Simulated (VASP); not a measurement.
Input of a VASP 6.6.1 run:

File INCAR:

```
  PREC = Accurate
  ENCUT = 520
  EDIFF = 1E-7
  ISMEAR = 0
  SIGMA = 0.02
  LREAL = False
  LASPH = True
  NELM = 100
  ALGO = Normal
  ISIF = 2
  LWAVE = False
  LCHARG = False
  GGA = PE
  NBANDS = 16
```

The input KPOINTS:

```
Automatic mesh
0
Gamma
  9 9 6
```

POSCAR

```
MgO
1.0
    3.3152851939      0.0000000000      0.0000000000
   -1.6576425970      2.8711211987      0.0000000000
    0.0000000000      0.0000000000      5.1215480317
Mg O
2 2
Direct
    0.3333333333      0.6666666667      0.0063188310
    0.6666666667      0.3333333333      0.5063188310
    0.3333333333      0.6666666667      0.3982811690
    0.6666666667      0.3333333333      0.8982811690
```

Potentials or basis: VASP PAW PBE potentials, release 64 (Mg, O).

Run with:

```sh
$ cat potpaw_PBE.64/Mg/POTCAR potpaw_PBE.64/O/POTCAR > POTCAR
$ mpirun -np 1 vasp_std > vasp.out
```

Task: Estimate the pressure.

Result: -0.5 GPa.

Task: Estimate the band gap on the k mesh.

Result: 3.39 eV, direct.

A k mesh can miss the band edges.
